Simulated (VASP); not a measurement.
# Ta2Cr2GeRuO12 in VASP: single point with PBE

Aim: the single point of Ta2Cr2GeRuO12 with PBE.

All numbers are computed with VASP 6.6.1; they aren't measurements. Logs are shortened: lines on timing, memory, paths and dates and some standing lists are left out, and cuts for length are marked.

### Step 1. The cell of the first run

The typed cell holds 18 atoms: a = 5.519 Å, b = 5.519 Å, c = 7.167 Å, α = 71.64°, β = 71.63°, γ = 74.47°.

### Step 2. Single point, PBE, collinear spin, ferromagnetic start

Input file INCAR:

```
SYSTEM = Ta2Cr2GeRuO12
PREC = Accurate
ENCUT = 520
EDIFF = 1E-6
ISMEAR = 0
SIGMA = 0.1
LREAL = Auto
LASPH = .True.
NELM = 150
ALGO = Normal
ISIF = 2
LWAVE = .False.
LCHARG = .False.
ISPIN = 2
MAGMOM = 0 0 0 0 0 0 0 0 0 0 0 0 -3 -3 0 0 0 0
LORBIT = 11
LMAXMIX = 4
GGA = PE
ISYM = 0
NBANDS = 92
```

Input file KPOINTS:

```
Automatic mesh
0
Gamma
  3 3 2
  0 0 0.5
```

Input file POSCAR:

```
Ta2Cr2GeRuO12
1.0
    0.0602327355     -4.6627305231      2.9526029475
   -4.6624533587      0.0602667311      2.9526552483
   -4.6127199382     -4.6130650937     -2.9688603416
O Cr Ge Ru Ta
12 2 1 1 2
Direct
    0.2318320834      0.2323731219      0.4614237151
    0.5664885415      0.5669749532      0.1246058567
    0.8887360953      0.8892820769      0.8007631280
    0.1000623403      0.1005151416      0.2043692529
    0.4431123493      0.4436037658      0.8650586460
    0.7654602188      0.7658566867      0.5412038674
    0.6239210243      0.0466032679      0.1651384859
    0.9712043569      0.3611637598      0.8329097983
    0.2858059931      0.7084519335      0.5007084180
    0.0460686927      0.6243602113      0.1650933839
    0.3605550605      0.9718139135      0.8328734073
    0.7080338041      0.2862926488      0.5006798900
    0.3333976504      0.3338710894      0.1685107594
   -0.0014353135      0.9989516377      0.4973040489
    0.6661940343      0.6661913061      0.8329036308
    0.6659677471      0.6664297720      0.3329088714
    0.3443651733      0.3446360198      0.6512670690
    0.9877049974      0.9880941528      1.0145520781
```

Potentials or basis: VASP PAW PBE potentials, release 64 (O, Cr_pv, Ge_d, Ru_pv, Ta_pv).

Started as:

```
cat potpaw_PBE.64/O/POTCAR potpaw_PBE.64/Cr_pv/POTCAR potpaw_PBE.64/Ge_d/POTCAR potpaw_PBE.64/Ru_pv/POTCAR potpaw_PBE.64/Ta_pv/POTCAR > POTCAR
mpirun -np 1 vasp_std > vasp.out
```

OUTCAR:

```text
SYSTEM = Ta2Cr2GeRuO12
   PREC = Accurate
   ENCUT = 520
   EDIFF = 1E-6
   ISMEAR = 0
   LREAL = Auto
   LASPH = .True.
   NELM = 150
   ISIF = 2
   ISPIN = 2
   LORBIT = 11
   GGA = PE
   ISYM = 0

 ion  position               nearest neighbor table
   1  0.232  0.232  0.461-  13 1.93  14 1.96  17 1.97
   2  0.566  0.567  0.125-  15 1.92  13 1.95  16 2.01
   3  0.889  0.889  0.801-  15 1.88  14 2.00  18 2.04
   4  0.100  0.101  0.204-  14 1.93  13 1.96  18 1.97
   5  0.443  0.444  0.865-  15 1.88  13 2.00  17 2.04
   6  0.765  0.766  0.541-  15 1.92  14 1.95  16 2.01
   7  0.624  0.047  0.165-  13 1.93  18 1.95  16 2.06
   8  0.971  0.361  0.833-  15 2.04  18 2.06  17 2.06
   9  0.286  0.708  0.501-  14 1.93  17 1.95  16 2.06
  10  0.046  0.624  0.165-  13 1.93  18 1.95  16 2.06
  11  0.361  0.972  0.833-  15 2.04  17 2.06  18 2.06
  12  0.708  0.286  0.501-  14 1.93  17 1.95  16 2.06
  13  0.333  0.334  0.169-   1 1.93   7 1.93  10 1.93   2 1.95   4 1.96   5 2.00  14 2.95  15 2.96
[... 7 lines left out ...]
  17  0.344  0.345  0.651-  12 1.95   9 1.95   1 1.97   5 2.04  11 2.06   8 2.06  16 2.84  18 3.18

  18  0.988  0.988  0.015-  10 1.95   7 1.95   4 1.97   3 2.04  11 2.06   8 2.06  16 2.84  17 3.18

IMPORTANT INFORMATION: All symmetrisations will be switched off!
NOSYMM: (Re-)initialisation of all symmetry stuff for point group C_1.

----------------------------------------------------------------------------------------

                                     Primitive cell

  volume of cell :     193.1833

  direct lattice vectors                    reciprocal lattice vectors
     0.060232736 -4.662730523  2.952602947     0.069580908 -0.142154881  0.112774747
    -4.662453359  0.060266731  2.952655248    -0.142163167  0.069574906  0.112772331
    -4.612719938 -4.613065094 -2.968860342    -0.072187304 -0.072181303 -0.112515611

  length of vectors
     5.519288729  5.519082933  7.167404448     0.194339025  0.194341535  0.151924027

  position of ions in fractional coordinates (direct lattice)
     0.231832083  0.232373122  0.461423715
     0.566488542  0.566974953  0.124605857
     0.888736095  0.889282077  0.800763128
     0.100062340  0.100515142  0.204369253
     0.443112349  0.443603766  0.865058646
     0.765460219  0.765856687  0.541203867
[... 10 lines left out ...]
     0.344365173  0.344636020  0.651267069
     0.987704997  0.988094153  0.014552078

  ion indices of the primitive-cell ions
   primitive index   ion index
                 1           1
                 2           2
                 3           3
                 4           4
                 5           5
                 6           6
[... 10 lines left out ...]
                17          17
                18          18

----------------------------------------------------------------------------------------

[... 99 lines left out ...]

  energy without entropy =     -153.49619532  energy(sigma->0) =     -153.50281669

 E-fermi :   5.3183     XC(G=0): -11.5860

 val. band max:        5.2230208830   @ k =  -0.3333  -0.3333   0.2500
 cond. band min:       5.3338668491   @ k =  -0.3333   0.3333   0.2500
 fundamental gap:      0.1108459662
 Fermi energy:         5.3183164101

 spin component 1

 k-point     1 :       0.0000    0.0000    0.2500
  band No.  band energies     occupation
      1     -38.7403      1.00000
      2     -38.4966      1.00000
      3     -38.4500      1.00000
      4     -36.8681      1.00000
      5     -36.8627      1.00000
      6     -36.7759      1.00000
[... 781 lines left out ...]
     84       8.7774      0.00000
     85       8.8420      0.00000
 Fermi energy:         5.3183164101

 spin component 2

 k-point     1 :       0.0000    0.0000    0.2500
  band No.  band energies     occupation
      1     -39.3523      1.00000
      2     -39.3413      1.00000
      3     -39.3363      1.00000
      4     -39.3351      1.00000
      5     -39.3212      1.00000
      6     -39.2818      1.00000
[... 781 lines left out ...]
     84       8.2747      0.00000
     85       8.3367      0.00000
 [bands above 85 left out]

------------------------ aborting loop because EDIFF is reached ----------------------------------------

  FORCE on cell =-STRESS in cart. coord.  units (eV):
  Direction    XX          YY          ZZ          XY          YZ          ZX
  --------------------------------------------------------------------------------------
  -------------------------------------------------------------------------------------
  Total        0.6695779      0.6647444      0.9713015     -0.0138078     -0.0057636     -0.0020505
  in kB        5.5531859      5.5130984      8.0555485     -0.1145157     -0.0478005     -0.0170063
  external PRESSURE =       6.3739443 kB  Pullay stress =       0.0000000 kB

 VOLUME and BASIS-vectors are now :
 -----------------------------------------------------------------------------
  energy-cutoff  :      520.00
  volume of cell :      193.18
      direct lattice vectors                 reciprocal lattice vectors
     0.060232736 -4.662730523  2.952602947     0.069580908 -0.142154881  0.112774747
    -4.662453359  0.060266731  2.952655248    -0.142163167  0.069574906  0.112772331
    -4.612719938 -4.613065094 -2.968860342    -0.072187304 -0.072181303 -0.112515611

 POSITION                                       TOTAL-FORCE (eV/Angst)
 -----------------------------------------------------------------------------------
     -3.19788     -3.19554      0.00072         0.009239      0.004643     -0.008754
     -3.18415     -3.18203      2.97676        -0.027841     -0.025370      0.018265
     -7.78640     -7.78432      2.87247         0.009414      0.009786     -0.016257
     -1.40532     -1.40327     -0.01451        -0.005448     -0.007860      0.006829
     -6.03187     -6.02995      0.04991        -0.011245     -0.011905      0.018459
     -6.02109     -6.01959      2.91465         0.028463      0.028913     -0.021024
[... 10 lines left out ...]
     -4.59022     -4.58925      0.10084        -0.019198     -0.010280     -0.063626
     -4.61458     -4.61298      5.79060         0.014450      0.019456      0.062073
 -----------------------------------------------------------------------------------
    total drift:                                0.002901      0.001312     -0.002937

  FREE ENERGIE OF THE ION-ELECTRON SYSTEM (eV)
  ---------------------------------------------------
  free  energy   TOTEN  =      -153.5094380561 eV

  energy  without entropy=     -153.4961953206  energy(sigma->0) =     -153.50281669

 total charge

# of ion       s       p       d       tot
------------------------------------------
    1        1.564   3.514   0.000   5.078
    2        1.561   3.465   0.000   5.026
    3        1.561   3.519   0.000   5.080
    4        1.564   3.514   0.000   5.078
    5        1.561   3.519   0.000   5.080
    6        1.561   3.465   0.000   5.025
[... 10 lines left out ...]
   17        0.350   6.343   2.096   8.788
   18        0.350   6.343   2.095   8.788
--------------------------------------------------
tot         21.329  74.771  28.402 124.502

 magnetization (x)

# of ion       s       p       d       tot
------------------------------------------
    1        0.002   0.007   0.000   0.009
    2        0.001   0.075   0.000   0.076
    3        0.001   0.002   0.000   0.003
    4        0.002   0.007   0.000   0.009
    5        0.001   0.002   0.000   0.003
    6        0.001   0.075   0.000   0.076
[... 10 lines left out ...]
   17       -0.002  -0.002  -0.062  -0.066
   18       -0.002  -0.002  -0.062  -0.066
--------------------------------------------------
tot         -0.046   0.297  -4.084  -3.834
```

Run time: 26 min. Hardware: 1 thread of Intel Xeon 8259CL, shared host; peak memory 0.51 GiB.

Results:

| Item | Value |
| --- | --- |
| Free energy | -153.5094 eV |
| Pressure | 0.6 GPa |
| Largest force | 0.067 eV/Å |
| Band gap on the k mesh | zero (filled and empty bands overlap) |
| Net moment | -4.00 μB per cell |
| Site moments | O +0.01, +0.08, +0.00, +0.05, -0.00 (each value once); Cr -2.45; Ge -0.02; Ru +0.86; Ta -0.07 μB |
| Valence electrons inside the program's atomic spheres | O 5.08, 5.03, 5.05, 5.07 (each value once); Cr 10.73; Ge 12.34; Ru 12.41; Ta 8.79 |

Forces in eV/Å, atoms in the order of the input:
```
O    0.009  0.005 -0.009
O   -0.028 -0.025  0.018
O    0.009  0.010 -0.016
O   -0.005 -0.008  0.007
O   -0.011 -0.012  0.018
O    0.028  0.029 -0.021
O   -0.013  0.014 -0.055
O   -0.034  0.033  0.002
O   -0.014  0.012  0.056
O    0.015 -0.016 -0.055
O    0.036 -0.038  0.002
O    0.015 -0.015  0.056
Cr   0.014  0.011 -0.017
Cr  -0.014 -0.013  0.016
Ge  -0.001  0.000 -0.001
Ru  -0.003  0.004  0.000
Ta  -0.019 -0.010 -0.064
Ta   0.014  0.019  0.062
```

Caveat: the k points lie up to 0.48 Å⁻¹ apart; spin-orbit coupling is left out, which moves the levels of the heavy elements; semilocal functionals often make such compounds metallic where correlation or magnetic order opens a gap, which also shifts bond lengths; the run started ferromagnetic, and an antiferromagnetic order may lie lower in energy.

The gap in the log of VASP goes by the Fermi energy; the results here count the filled bands.